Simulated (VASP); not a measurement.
A run of VASP 6.6.1 is set up as follows.

Contents of INCAR:

```
PREC     = Accurate       # precision mode
ENCUT    = 520            # plane-wave cutoff, eV
EDIFF    = 1E-7           # SCF threshold, eV
ISMEAR   = 0              # smearing method
SIGMA    = 0.1            # smearing width, eV
LREAL    = False          # projectors in reciprocal space
LASPH    = True           # aspherical terms in the spheres
NELM     = 60             # most SCF steps
ALGO     = Fast           # electronic algorithm
ISIF     = 2              # what is computed and relaxed
LWAVE    = False          # write WAVECAR
LCHARG   = False          # write CHGCAR
GGA      = PS             # functional
NBANDS   = 13             # bands
```

KPOINTS

```
Automatic mesh
0
Gamma
  8 8 8
```

File POSCAR:

```
W
1.0
   -1.5777232505      1.5777232505      1.5777232505
    1.5777232505     -1.5777232505      1.5777232505
    1.5777232505      1.5777232505     -1.5777232505
W
1
Direct
    0.0000000000      0.0000000000      0.0000000000
```

Potentials or basis: VASP PAW PBE potentials, release 64 (W_sv).

The run is started by

```console
$ cat potpaw_PBE.64/W_sv/POTCAR > POTCAR
$ mpirun -np 1 vasp_std > vasp.out
```

(1) Predict the band gap on the k mesh.

(2) What does it give for the pressure?

Answers

(1) zero (band 7 reaches 16.65 eV, above the bottom of band 8 at 10.16 eV).

(2) 0.7 GPa.

Caveat: the PAW data sets were made with another functional, which shifts forces and pressure a little; spin-orbit coupling is left out, which moves the levels of the heavy elements.
